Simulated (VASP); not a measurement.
The system is La3O.

```
CELL_PARAMETERS angstrom
-2.89784 2.89784 2.89784
2.89784 -2.89784 2.89784
2.89784 2.89784 -2.89784
ATOMIC_POSITIONS crystal
La 0.00000 0.50000 0.50000
La 0.50000 0.00000 0.50000
La 0.50000 0.50000 0.00000
O 0.00000 0.00000 0.00000
```

```yaml
Program: VASP 6.6.1
Task: relaxation of cell and atoms
Functional: PBE
Potentials_or_basis: VASP PAW PBE potentials, release 64 (La, O)
Cutoff: 600 eV
k_mesh: 12 × 12 × 12
Occupations: gaussian, width 0.1 eV
Spin: no spin polarisation
```

At the start: pressure 1.4 GPa; volume 24.33 Å³/atom.

Task: Where does the relaxation end?

Result: Over 3 steps the energy falls by 2.9 meV/atom and the volume is 25.01 Å³/atom (+2.8 %); space group Im-3m (No. 229, to 0.05 Å).

Step by step:
```
step  energy change (eV)  largest force (eV/Å)  pressure (GPa)  volume (Å³)
   1              0.0000                0.0000            1.40        97.34
   2             -0.0114                0.0000           -0.14       100.36
   3             -0.0115                0.0000            0.00       100.05
```

Final structure:
```xyz
4
Lattice="-2.9245 2.9245 2.9245 2.9245 -2.9245 2.9245 2.9245 2.9245 -2.9245" Properties=species:S:1:pos:R:3 pbc="T T T"
La    2.9245    0.0000    0.0000
La    0.0000    2.9245    0.0000
La    0.0000    0.0000    2.9245
O     0.0000    0.0000    0.0000
```

Caveat: an odd number of electrons without spin polarisation forces a metal; a magnetic or distorted state may lie lower.
